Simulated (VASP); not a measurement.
Input of a VASP 6.6.1 run:

Contents of INCAR:

```
SYSTEM = InAs
PREC = Accurate
ENCUT = 520
EDIFF = 1E-7
ISMEAR = 0
SIGMA = 0.15
LREAL = .False.
LASPH = .True.
NELM = 100
ALGO = Normal
ISIF = 2
LWAVE = .False.
LCHARG = .False.
GGA = PS
NBANDS = 16
```

KPOINTS

```
Automatic mesh
0
Gamma
  16 16 16
  0 0 0
```

The input POSCAR:

```
InAs
1.0
    0.0000000000      3.1923375885      2.7134869503
    3.1923375885      0.0000000000      2.7134869503
    3.1923375885      3.1923375885      0.0000000000
In As
1 1
Direct
    0.0000000000      0.0000000000      0.0000000000
    0.7500000000      0.7500000000      0.7500000000
```

Potentials or basis: VASP PAW PBE potentials, release 64 (In_d, As).

The run is started by

```sh
$ cat potpaw_PBE.64/In_d/POTCAR potpaw_PBE.64/As/POTCAR > POTCAR
$ mpirun -np 1 vasp_std > vasp.out
```

(1) What does it give for the pressure?

(2) Predict the band gap on the k mesh.

Results:

(1) 0.6 GPa.

(2) 0.14 eV, indirect (least direct gap 0.37 eV).

Caveat: the PAW data sets were made with another functional, which shifts forces and pressure a little; spin-orbit coupling is left out, which moves the levels of the heavy elements.
